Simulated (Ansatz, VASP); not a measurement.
## AlV3N4 in VASP and in Ansatz

```xyz
8
Lattice="3.2640 0.0000 0.0000 0.0000 3.2640 0.0000 0.0000 0.0000 9.2321" Properties=species:S:1:pos:R:3 pbc="T T T"
Al    0.0000    0.0000    4.6161
V     0.0000    0.0000    0.0000
V     1.6320    1.6320    2.3080
V     1.6320    1.6320    6.9241
N     0.0000    0.0000    2.3080
N     1.6320    1.6320    4.6161
N     0.0000    0.0000    6.9241
N     1.6320    1.6320    0.0000
```

Alike in both runs: task single point; functional PBE; k mesh 6 × 6 × 2; occupations gaussian, width 0.1 eV; collinear spin.

|  | VASP | Ansatz |
| --- | --- | --- |
| version | VASP 6.6.1 | Ansatz 0.2.0 |
| potentials or method | VASP PAW PBE potentials, release 64 (Al, V_sv, N), cutoff 520 eV | scalar-relativistic, plane waves, PAW |
| valence electrons in the cell | 62 | 62 |

|  | VASP | Ansatz | Ansatz less VASP |
| --- | --- | --- | --- |
| gap on the k mesh at the Fermi level (eV) | none | none | - |
| rms of the force components (eV/Å) | 0.241 | 0.152 | -0.0889 |
| net moment per atom (μB) | 0.52 | 0.68 | +0.158 |
| size of the moment on the site where the two differ most (μB) | 0.55 | 1.51 | +0.961 |

The net moments are unlike, so the other rows may belong to different states. Site moments also hang on the region over which each program counts them. Atom by atom the forces differ by 0.090 eV/Å (rms over components). A gap of «none» marks a metal or a gap that the smearing closes.
